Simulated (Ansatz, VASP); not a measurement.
## La3AlN in VASP and in Ansatz

The input INCAR:

```
SYSTEM = La3AlN
  ALGO = Normal
  EDIFF = 1E-6
  ENCUT = 520
  GGA = CA
  ISIF = 2
  ISMEAR = -1
  LASPH = .TRUE.
  LCHARG = .FALSE.
  LREAL = .FALSE.
  LWAVE = .FALSE.
  NBANDS = 28
  NELM = 100
  PREC = Accurate
  SIGMA = 0.08
```

File KPOINTS:

```
k-points
0
G
  6 6 6
  0 0 0
```

Contents of POSCAR:

```
La3AlN
1.0
    5.0975180767      0.0000000000      0.0000000000
    0.0000000000      5.0975180767      0.0000000000
    0.0000000000      0.0000000000      5.0975180767
La Al N
3 1 1
Direct
    0.5000000000      0.5000000000      0.0000000000
    0.0000000000      0.5000000000      0.5000000000
    0.5000000000      0.0000000000      0.5000000000
    0.0000000000      0.0000000000      0.0000000000
    0.5000000000      0.5000000000      0.5000000000
```

Input for Ansatz:

```yaml
crystal:
  lattice:
    - [5.0975180767, 0.0, 0.0]
    - [0.0, 5.0975180767, 0.0]
    - [0.0, 0.0, 5.0975180767]
  atoms:
    - { symbol: La, position: [0.5, 0.5, 0.0] }
    - { symbol: La, position: [0.0, 0.5, 0.5] }
    - { symbol: La, position: [0.5, 0.0, 0.5] }
    - { symbol: Al, position: [0.0, 0.0, 0.0] }
    - { symbol: "N", position: [0.5, 0.5, 0.5] }
kpoints:
  mp_grid: { grid: [6, 6, 6] }
  band_path:
    path:
      - [0.0, 0.0, 0.0]
      - [0.0, 0.5, 0.0]
      - [0.5, 0.5, 0.0]
      - [0.0, 0.0, 0.0]
      - [0.5, 0.5, 0.5]
      - [0.0, 0.5, 0.0]
      - [0.5, 0.5, 0.5]
      - [0.5, 0.5, 0.0]
    npoints: 14
scf:
  occupations: { method: fermi_dirac, width: 0.08 }
hamiltonian:
  xc: lda
  pseudopotentials: { kind: all_electron, lapw: { basis_error: 0.001 } }
output:
  forces: true
  stress: true
  eigenvalues: true
  populations: true
  dos: { projected: true, de: 0.2, e_range: [-14, 8] }
```

Alike in both runs: task single point; functional LDA; k mesh 6 × 6 × 6; occupations fermi-dirac, width 0.08 eV; no spin polarisation.

|  | VASP | Ansatz |
| --- | --- | --- |
| version | VASP 6.6.1 | Ansatz 0.2.0 |
| potentials or method | VASP PAW LDA potentials, release 64 (La, Al, N), cutoff 520 eV | all-electron LAPW, scalar-relativistic |

|  | VASP | Ansatz | Ansatz less VASP |
| --- | --- | --- | --- |
| pressure (GPa) | -4.4 | -4.4 | +0.06 |

LDA's correlation is that of Perdew and Zunger in VASP and of Perdew and Wang (1992) in Ansatz. Ansatz ran all-electron here, and VASP with PAW potentials.

Spin-orbit coupling is off throughout.
